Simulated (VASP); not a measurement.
A run of VASP 6.6.1 is set up as follows.

Contents of INCAR:

```
SYSTEM = Sb2Se
PREC = Accurate
ENCUT = 520
EDIFF = 1E-6
ISMEAR = 0
SIGMA = 0.1
LREAL = .False.
LASPH = .True.
NELM = 100
ALGO = Normal
ISIF = 2
LWAVE = .False.
LCHARG = .True.
GGA = PE
LELF = .True.
LVHAR = .True.
NBANDS = 25
```

File KPOINTS:

```
regular mesh
0
Gamma
  4 4 4
  0 0 0
```

File POSCAR:

```
Sb2Se
1.0
    6.2106433967      0.0000000000      0.0000000000
    0.0000000000      6.2106433967      0.0000000000
    0.0000000000      0.0000000000      6.2106433967
Sb Se
4 2
Direct
    0.2500000000      0.2500000000      0.2500000000
    0.2500000000      0.7500000000      0.7500000000
    0.7500000000      0.7500000000      0.2500000000
    0.7500000000      0.2500000000      0.7500000000
    0.0000000000      0.0000000000      0.0000000000
    0.5000000000      0.5000000000      0.5000000000
```

Potentials or basis: VASP PAW PBE potentials, release 64 (Sb, Se).

Run with:

```sh
$ cat potpaw_PBE.64/Sb/POTCAR potpaw_PBE.64/Se/POTCAR > POTCAR
$ mpirun -np 1 vasp_std > vasp.out
```

Q: What does it give for the pressure?

A: 0.0 GPa.

Q: Predict the band gap on the k mesh.

A: Zero (bands 16 and 17 overlap by 0.59 eV).

Caveat: spin-orbit coupling is left out, which moves the levels of the heavy elements.
